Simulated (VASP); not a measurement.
**Cu: single point with PBE**

The system is Cu.

```
Cu
1.0
    -1.47326    1.47326    1.38198
     1.47326   -1.47326    1.38198
     1.47326    1.47326   -1.38198
Cu
1
Cartesian
  0.0000 0.0000 0.0000
```

```json
{
  "Program": "VASP 6.6.1",
  "Task": "single point",
  "Functional": "PBE",
  "Potentials or basis": "VASP PAW PBE potentials, release 64 (Cu)",
  "Cutoff": "520 eV",
  "k mesh": "22 × 22 × 22",
  "Occupations": "gaussian, width 0.15 eV",
  "Spin": "no spin polarisation",
  "Dipole correction": "no",
  "Further INCAR settings": "ALGO = Normal; EDIFF = 1e-06; NBANDS = 12"
}
```

```json
{"Pressure": "0.7 GPa"}
```

Levels at points of the mesh, in eV from the Fermi level:
```tsv
k point	band 2	band 3	band 4	band 5	band 6	band 7	band 8	band 9	band 10	band 11
(0.00, 0.00, 0.00)	-3.21	-2.97	-2.97	-2.22	-1.96	24.17	24.17	25.93	27.92	27.92
(0.50, 0.00, 0.00)	-3.84	-2.11	-1.85	-1.36	-0.38	4.51	16.78	16.84	20.69	23.52
(0.50, 0.50, 0.00)	-3.54	-2.30	-2.04	-1.39	-0.86	3.82	18.52	18.64	22.23	24.99
(0.50, 0.50, 0.50)	-4.52	-1.55	-1.55	-1.48	7.35	7.35	9.78	12.86	13.46	16.30
```

It took 3.9 min on 1 thread of AMD EPYC 7R13, on a shared host, peak memory 0.19 GiB.
